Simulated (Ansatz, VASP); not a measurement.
One calculation of Bi, two programs

```
Bi
1.0
     2.23890    1.29263    4.07262
    -2.23890    1.29263    4.07262
     0.00000   -2.58526    4.07262
Bi
2
Direct
  0.23389 0.23389 0.23389
  0.76611 0.76611 0.76611
```

Change from the starting cell: strain -0.015 along x and y, +0.030 along z, atoms carried along.

Alike in both runs: task single point; functional PBEsol; k mesh 12 × 12 × 12; occupations gaussian, width 0.15 eV; no spin polarisation.

|  | VASP | Ansatz |
| --- | --- | --- |
| version | VASP 6.6.1 | Ansatz 0.2.0 |
| potentials or method | VASP PAW PBE potentials, release 64 (Bi_d), cutoff 520 eV | scalar-relativistic, plane waves, PAW |
| valence electrons in the cell | 30 | 30 |

```csv
,VASP,Ansatz,Ansatz less VASP
gap on the k mesh at the Fermi level (eV),none,none,-
pressure (GPa),-0.4,-0.4,+0.07
"traceless stress, the component that is largest in VASP (GPa)",-0.70,-0.72,-0.025
rms of the force components (eV/Å),0.034,0.029,-0.0047
```

VASP's potentials were made for PBE, not for PBEsol. Atom by atom the forces differ by 0.005 eV/Å (rms over components). A gap of «none» marks a metal or a gap that the smearing closes. The functional is the same, so the differences come from potentials, cutoffs and numerics.

Neither program's run includes spin-orbit coupling.
